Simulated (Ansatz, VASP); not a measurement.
# Two plane-wave programs on FeBr4

```
CELL_PARAMETERS angstrom
4.42874 -4.72006 0.00000
4.42874 4.72006 0.00000
0.00000 0.00000 3.63234
ATOMIC_POSITIONS crystal
Fe 0.00000 0.00000 0.00000
Br 0.82624 0.17376 0.50000
Br 0.17376 0.82624 0.50000
Br 0.26604 0.26604 0.00000
Br 0.73396 0.73396 0.00000
```

Change from the starting cell: species swapped into the OsCl4 type (Cmmm, No. 65).

Alike in both runs: functional PBE; k mesh 2 × 2 × 3; occupations gaussian, width 0.15 eV; collinear spin.

Ansatz relaxed the structure, and its values are those at the end. VASP's run is a single point on that final structure, the one shown.

```csv
,VASP,Ansatz
version,VASP 6.6.1,Ansatz 0.2.0
potentials or method,"VASP PAW PBE potentials, release 64 (Fe, Br), cutoff 520 eV","scalar-relativistic, plane waves, PAW"
valence electrons in the cell,36,44
```

|  | VASP | Ansatz | Ansatz less VASP |
| --- | --- | --- | --- |
| gap on the k mesh at the Fermi level (eV) | 0.07 | 0.11 | +0.037 |
| least direct gap on the mesh (eV) | 0.24 | 0.27 | +0.031 |
| pressure (GPa) | 0.1 | 0.1 | -0.02 |
| rms of the force components (eV/Å) | 0.021 | 0.015 | -0.0060 |
| net moment per atom (μB) | 0.40 | 0.40 | 0.000 |
| size of the moment on the site where the two differ most (μB) | 0.16 | 0.13 | -0.033 |

Site moments also hang on the region over which each program counts them. With one functional, cell and mesh, what is left measures potentials, basis and numerics. VASP's potentials hold 36 valence electrons a cell and Ansatz's 44, so a difference there can come from the potentials and not from the codes.

The k mesh is coarse, so the values compare programs but aren't converged.
